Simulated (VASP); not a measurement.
A run of VASP 6.6.1 is set up as follows.

File POSCAR:

```
KGeF3
1.0
    4.3217163164      0.0000000000      0.0000000000
    0.0000000000      4.3875292553      0.0000000000
    0.0000000000      0.0000000000      4.3875292553
K Ge F
1 1 3
Direct
    0.0000000000      0.0000000000      0.0000000000
    0.5000000000      0.5000000000      0.5000000000
    0.5000000000      0.5000000000      0.0000000000
    0.5000000000      0.0000000000      0.5000000000
    0.0000000000      0.5000000000      0.5000000000
```

The input INCAR.step1:

```
SYSTEM = KGeF3
PREC = Accurate
ENCUT = 520
ISMEAR = 0
SIGMA = 0.01
LREAL = .False.
LASPH = .True.
NELM = 100
NBANDS = 30
GGA = PE
ALGO = Normal
EDIFF = 1E-4
LWAVE = .True.
LCHARG = .False.
```

The input INCAR.step2:

```
SYSTEM = KGeF3
PREC = Accurate
ENCUT = 520
EDIFF = 1E-7
ISMEAR = 0
SIGMA = 0.01
LREAL = .False.
LASPH = .True.
NELM = 100
ALGO = Normal
ISIF = 2
LWAVE = .False.
LCHARG = .False.
METAGGA = R2SCAN
LMIXTAU = .True.
NBANDS = 30
ISTART = 1
```

File KPOINTS:

```
regular mesh
0
Gamma
  6 6 6
  0 0 0
```

Potentials or basis: VASP PAW PBE potentials, release 64 (K_sv, Ge_d, F).

Launch:

```bash
$ cat potpaw_PBE.64/K_sv/POTCAR potpaw_PBE.64/Ge_d/POTCAR potpaw_PBE.64/F/POTCAR > POTCAR
$ cp INCAR.step1 INCAR
$ mpirun -np 1 vasp_std > vasp.out
$ cp INCAR.step2 INCAR
$ mpirun -np 1 vasp_std > vasp.out
```

Question: What does it give for the pressure?

Answer: 0.7 GPa.

Question: Predict the band gap on the k mesh.

Answer: 1.90 eV.

Stress tensor (GPa, compression positive):
```
1.52 0.00 0.00
0.00 0.33 0.00
0.00 0.00 0.33
```

Caveat: the cell differs from its parent crystal (uniaxial x strain -1.5%); the PAW data sets were made with another functional, which shifts forces and pressure a little. A k mesh can miss the band edges.
